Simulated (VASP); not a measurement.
# Al9H in VASP: single point with PBEsol

Aim: the single point of Al9H with PBEsol.

Program: VASP 6.6.1. These are calculated values, not measurements. Logs are shortened: lines on timing, memory, paths and dates and some standing lists are left out, and cuts for length are marked.

## 1. The cell of the first run

The cell holds a slab with vacuum, 10 atoms: a = 2.836 Å, b = 2.836 Å, c = 37.644 Å, α = 90.00°, β = 90.00°, γ = 120.00°.

## 2. Single point, PBEsol

INCAR reads:

```
PREC = Accurate ; ENCUT = 520
EDIFF = 1E-7 ; ISMEAR = 0
SIGMA = 0.1 ; LREAL = F
LASPH = T ; NELM = 60
ALGO = Normal ; ISIF = 2
LWAVE = F ; LCHARG = F
LDIPOL = T ; IDIPOL = 3
DIPOL = 0.5 0.5 0.499 ; GGA = PS
NBANDS = 25
```

KPOINTS reads:

```
regular mesh
0
Gamma
  12 12 1
```

POSCAR reads:

```
Al9H
1.0
    2.8362844918      0.0000000000      0.0000000000
   -1.4181422459      2.4562944222      0.0000000000
    0.0000000000      0.0000000000     37.6442989127
Al H
9 1
Direct
    0.3333333334      0.6666666667      0.2257978033
    0.0000000000      0.0000000000      0.2877072405
    0.6666666667      0.3333333333      0.3496166779
    0.0000000000      0.0000000000      0.4115261152
    0.3390345776      0.6780691552      0.4724666361
    0.0098587354      0.0197174708      0.5334994013
    0.6816326044      0.3632652088      0.5955453366
    0.0211733828      0.0423467656      0.6576537902
    0.3578414512      0.7156829024      0.7171250103
   -0.3088012478     -0.6176024957      0.7436362917
```

Potentials or basis: VASP PAW PBE potentials, release 64 (Al, H).

On the command line:

```sh
$ cat potpaw_PBE.64/Al/POTCAR potpaw_PBE.64/H/POTCAR > POTCAR
$ mpirun -np 1 vasp_std > vasp.out
```

OUTCAR:

```text
PREC = Accurate
   ENCUT = 520
   EDIFF = 1E-7
   ISMEAR = 0
   LREAL = F
   LASPH = T
   NELM = 60
   ISIF = 2
   GGA = PS

 ion  position               nearest neighbor table
   1  0.333  0.667  0.226-   2 2.85   2 2.85   2 2.85
   2  0.000  0.000  0.288-   1 2.85   1 2.85   1 2.85   3 2.85   3 2.85   3 2.85
   3  0.667  0.333  0.350-   4 2.85   4 2.85   4 2.85   2 2.85   2 2.85   2 2.85
   4  0.000  0.000  0.412-   5 2.81   5 2.81   5 2.83   3 2.85   3 2.85   3 2.85
   5  0.339  0.678  0.472-   6 2.81   4 2.81   4 2.81   6 2.83   6 2.83   4 2.83
   6  0.010  0.020  0.533-   5 2.81   5 2.83   5 2.83   7 2.84   7 2.86   7 2.86
   7  0.682  0.363  0.596-   6 2.84   8 2.85   8 2.85   6 2.86   6 2.86   8 2.87
   8  0.021  0.042  0.658-   9 2.77   9 2.77   9 2.78   7 2.85   7 2.85   7 2.87
   9  0.358  0.716  0.717-  10 1.92  10 1.92  10 1.92   8 2.77   8 2.77   8 2.78
  10  0.691  0.382  0.744-   9 1.92   9 1.92   9 1.92

  LATTYP: Found a hexagonal cell.
 ALAT       =     2.8362844918
 C/A-ratio  =    13.2723988096

  Lattice vectors:

 A1 = (   2.8362844918,   0.0000000000,   0.0000000000)
 A2 = (  -1.4181422459,   2.4562944222,   0.0000000000)
 A3 = (   0.0000000000,   0.0000000000,  37.6442989127)

Analysis of symmetry for initial positions (statically):
=====================================================================
 Subroutine PRICEL returns:
 Original cell was already a primitive cell.

 Routine SETGRP: Setting up the symmetry group for a
 hexagonal supercell.

 Subroutine GETGRP returns: Found  2 space group operations
 (whereof  2 operations were pure point group operations)
 out of a pool of 24 trial point group operations.

The static configuration has the point symmetry C_1h.

Analysis of symmetry for dynamics (positions and initial velocities):
=====================================================================
 Subroutine PRICEL returns:
 Original cell was already a primitive cell.

 Routine SETGRP: Setting up the symmetry group for a
 hexagonal supercell.

 Subroutine GETGRP returns: Found  2 space group operations
 (whereof  2 operations were pure point group operations)
 out of a pool of 24 trial point group operations.

The dynamic configuration has the point symmetry C_1h.

 Subroutine INISYM returns: Found  2 space group operations
 (whereof  2 operations are pure point group operations),
 and found     1 'primitive' translations

----------------------------------------------------------------------------------------

                                     Primitive cell

  volume of cell :     262.2584

  direct lattice vectors                    reciprocal lattice vectors
     2.836284492  0.000000000  0.000000000     0.352573941  0.203558660  0.000000000
    -1.418142246  2.456294422  0.000000000     0.000000000  0.407117319  0.000000000
     0.000000000  0.000000000 37.644298913     0.000000000  0.000000000  0.026564447

  length of vectors
     2.836284492  2.836284492 37.644298913     0.407117319  0.407117319  0.026564447

  position of ions in fractional coordinates (direct lattice)
     0.333333333  0.666666667  0.225797803
     0.000000000  0.000000000  0.287707240
     0.666666667  0.333333333  0.349616678
     0.000000000  0.000000000  0.411526115
     0.339034578  0.678069155  0.472466636
     0.009858735  0.019717471  0.533499401
     0.681632604  0.363265209  0.595545337
     0.021173383  0.042346766  0.657653790
     0.357841451  0.715682902  0.717125010
     0.691198752  0.382397504  0.743636292

  ion indices of the primitive-cell ions
   primitive index   ion index
                 1           1
                 2           2
                 3           3
                 4           4
                 5           5
                 6           6
                 7           7
                 8           8
                 9           9
                10          10

----------------------------------------------------------------------------------------

 KPOINTS: regular mesh

Automatic generation of k-mesh.
 Grid dimensions read from file:
 generate k-points for:   12   12    1

 Generating k-lattice:

  Cartesian coordinates                     Fractional coordinates (reciprocal lattice)
     0.029381162  0.016963222  0.000000000     0.083333333 -0.000000000  0.000000000
     0.000000000  0.033926443  0.000000000     0.000000000  0.083333333  0.000000000
     0.000000000  0.000000000  0.026564447     0.000000000  0.000000000  1.000000000

  Length of vectors
     0.033926443  0.033926443  0.026564447

  Shift w.r.t. Gamma in fractional coordinates (k-lattice)
     0.000000000  0.000000000  0.000000000

 Subroutine IBZKPT returns following result:
 ===========================================

 Found     43 irreducible k-points:

 Following reciprocal coordinates:
            Coordinates               Weight
  0.000000  0.000000  0.000000      1.000000
  0.083333 -0.000000  0.000000      4.000000
  0.000000  0.083333  0.000000      2.000000
  0.166667 -0.000000  0.000000      4.000000
  0.000000  0.166667  0.000000      2.000000
  0.250000 -0.000000  0.000000      4.000000
[... 16 lines left out ...]
 -0.083333  0.416667  0.000000      4.000000
 -0.416667  0.333333  0.000000      4.000000
 [... further k-points ...]
   k-points           NKPTS =     43   k-points in BZ     NKDIM =     43   number of bands    NBANDS=     25
   number of dos      NEDOS =    301   number of ions     NIONS =     10
   total plane-waves  NPLWV = 161280
   dimension x,y,z NGX =    24 NGY =   24 NGZ =  280
   dimension x,y,z NGXF=    48 NGYF=   48 NGZF=  560
   ions per type =               9   1
   NGX,Y,Z   is equivalent  to a cutoff of  14.07, 14.07, 12.37 a.u.
   NGXF,Y,Z  is equivalent  to a cutoff of  28.13, 28.13, 24.73 a.u.
 SYSTEM =  unknown system
   PREC   = accura    normal or accurate (medium, high low for compatibility)
   ISTART =      0    job   : 0-new  1-cont  2-samecut
   ICHARG =      2    charge: 1-file 2-atom 10-const
   ISPIN  =      1    spin polarized calculation?
   LNONCOLLINEAR =      F non collinear calculations
   LSORBIT =      F    spin-orbit coupling
   LASPH  =      T    aspherical Exc in radial PAW
   ENCUT  =  520.0 eV  38.22 Ry    6.18 a.u.   5.27  5.27 69.99*2*pi/ulx,y,z
   NELM   =     60;   NELMIN=  2; NELMDL= -5     # of ELM steps
   EDIFF  = 0.1E-06   stopping-criterion for ELM
   LREAL  =      F    real-space projection
   EDIFFG = 0.1E-05   stopping-criterion for IOM
   NSW    =      0    number of steps for IOM
   IBRION =     -1    ionic relax: 0-MD 1-quasi-New 2-CG
   NFREE  =      0    steps in history (QN), initial steepest desc. (CG)
   ISIF   =      2    stress and relaxation
   ISYM   =      2    0-nonsym 1-usesym 2-fastsym
   POTIM  = 0.5000    time-step for ionic-motion
   TEBEG  =    0.0;   TEEND  =   0.0 temperature during run
   PSTRESS=    0.0 pullay stress
   NELECT =      28.0000    total number of electrons
   NUPDOWN=      -1.0000    fix difference up-down
   EMIN   =  10.00;   EMAX   =-10.00  energy-range for DOS
   EFERMI =   0.00;   METHOD = LEGACY
   ISMEAR =     0;   SIGMA  =   0.10  broadening in eV -4-tet -1-fermi 0-gaus
   EFERMI_NEDOS =   21; number of points for ismear=-14 and -15
   IALGO  =     38    algorithm
   IMIX   =      4    mixing-type and parameters
     AMIX     =   0.40;   BMIX     =  1.00
     AMIX_MAG =   1.60;   BMIX_MAG =  1.00
  volume/ion in A,a.u.               =      26.23       176.98
  Fermi-wavevector in a.u.,A,eV,Ry     =   0.776636  1.467630  8.206544  0.603164
  Thomas-Fermi vector in A             =   1.879156
   LORBIT       =      0    0 simple, 1 ext, 2 COOP (PROOUT), +10 PAW based schemes
   GGA     = PS    functional components
   LHFCALC =     F    Hartree Fock is set to
   AEXX    =    0.0000 exact exchange contribution
   IVDW    =     0    specifies the selected vdW correction
   LEPSILON=     F    determine dielectric tensor
   LRPA    =     F    only Hartree local field effects (RPA)
 non-spin polarized calculation
 Gauss-broadening in eV      SIGMA  =   0.10
  energy-cutoff  :      520.00
  volume of cell :      262.26
 maximum number of plane-waves:      7104
 NGX is ok and might be reduce to    24
   NGX = 11   NGY = 11   NGZ =139

 dipolmoment           0.000000      0.000000      0.020094 electrons x Angstroem

 number of electron      28.0000000 magnetization

 dipolmoment           0.000000      0.000000     -0.012815 electrons x Angstroem

 Free energy of the ion-electron system (eV)
  ---------------------------------------------------
  ext. energy  EPLUGINS =         0.00000000
  ---------------------------------------------------
  free energy    TOTEN  =       -39.01158333 eV

  energy without entropy =      -38.99251232  energy(sigma->0) =      -39.00204782

 E-fermi :   2.9436     XC(G=0):  -6.2884

 val. band max:        2.9402778233   @ k =   0.0000   0.5000   0.0000
 cond. band min:       2.9521266689   @ k =   0.5000  -0.0000   0.0000
 fundamental gap:      0.0118488456
 Fermi energy:         2.9435752084

 k-point     1 :       0.0000    0.0000    0.0000
  band No.  band energies     occupation
      1      -8.5338      2.00000
      2      -8.2387      2.00000
      3      -7.8844      2.00000
      4      -7.3980      2.00000
      5      -6.7587      2.00000
      6      -5.9849      2.00000
[... 17 lines left out ...]
     24      12.7288      0.00000
     25      12.9245      0.00000

 k-point     2 :       0.0833   -0.0000    0.0000
  band No.  band energies     occupation
      1      -8.3673      2.00000
      2      -8.0692      2.00000
      3      -7.7153      2.00000
      4      -7.2300      2.00000
      5      -6.5918      2.00000
      6      -5.8192      2.00000
[... 608 lines left out ...]
 k-point    24 :      -0.4167    0.3333    0.0000
  band No.  band energies     occupation
      1      -5.1634      2.00000
      2      -4.7263      2.00000
      3      -4.3880      2.00000
      4      -3.9338      2.00000
      5      -3.3271      2.00000
      6      -2.5910      2.00000
[... 17 lines left out ...]
     24       7.1493      0.00000
     25       7.4129      0.00000

 [... further k-points ...]

------------------------ aborting loop because EDIFF is reached ----------------------------------------

 vacuum level on the upper side and lower side of the slab       (xc-potential included)        -0.238         0.134

  FORCE on cell =-STRESS in cart. coord.  units (eV):
  Direction    XX          YY          ZZ          XY          YZ          ZX
  --------------------------------------------------------------------------------------
  -------------------------------------------------------------------------------------
  Total        0.1067131      0.0956558     -0.1603964      0.0000000     -0.0878198      0.0000000
  in kB        0.6519269      0.5843761     -0.9798867      0.0000000     -0.5365046      0.0000000
  external PRESSURE =       0.0854721 kB  Pullay stress =       0.0000000 kB

 VOLUME and BASIS-vectors are now :
 -----------------------------------------------------------------------------
  energy-cutoff  :      520.00
  volume of cell :      262.26
      direct lattice vectors                 reciprocal lattice vectors
     2.836284492  0.000000000  0.000000000     0.352573941  0.203558660  0.000000000
    -1.418142246  2.456294422  0.000000000     0.000000000  0.407117319  0.000000000
     0.000000000  0.000000000 37.644298913     0.000000000  0.000000000  0.026564447

 POSITION                                       TOTAL-FORCE (eV/Angst)
 -----------------------------------------------------------------------------------
      0.00000      1.63753      8.50000         0.000000     -0.001963      0.008245
      0.00000      0.00000     10.83054         0.000000     -0.000730      0.051922
      1.41814      0.81876     13.16107        -0.000000      0.003564     -0.039710
      0.00000      0.00000     15.49161        -0.000000      0.009125     -0.032781
      0.00000      1.66554     17.78568         0.000000     -0.002961      0.009739
      0.00000      0.04843     20.08321         0.000000      0.005539     -0.002693
      1.41814      0.89229     22.41889         0.000000     -0.005674      0.004902
      0.00000      0.10402     24.75692         0.000000      0.001396     -0.003711
      0.00000      1.75793     26.99567         0.000000     -0.014212     -0.000705
      1.41814      0.93928     27.99367         0.000000      0.005917      0.004794
 -----------------------------------------------------------------------------------
    total drift:                                0.000000     -0.000075      0.000005

  FREE ENERGIE OF THE ION-ELECTRON SYSTEM (eV)
  ---------------------------------------------------
  free  energy   TOTEN  =       -39.0115833300 eV

  energy  without entropy=      -38.9925123198  energy(sigma->0) =      -39.00204782

 vacuum level on the upper side and lower side of the slab         6.623         6.962
```

It took 7.9 min on 1 thread of Intel Xeon Platinum 8375C at 2.90GHz (Ice Lake), shared host; peak memory 0.51 GiB.

What came out:

| Item | Value |
| --- | --- |
| Free energy | -39.0116 eV |
| Largest force | 0.052 eV/Å |
| Band gap on the k mesh | zero (band 14 reaches 5.52 eV, above the bottom of band 15 at 1.65 eV) |

Forces on the atoms (eV/Å):
```
Al   0.000 -0.002  0.008
Al   0.000 -0.001  0.052
Al   0.000  0.004 -0.040
Al   0.000  0.009 -0.033
Al   0.000 -0.003  0.010
Al   0.000  0.006 -0.003
Al   0.000 -0.006  0.005
Al   0.000  0.001 -0.004
Al   0.000 -0.014 -0.001
H    0.000  0.006  0.005
```

Caveat: the PAW data sets were made with another functional, which shifts forces and pressure a little.
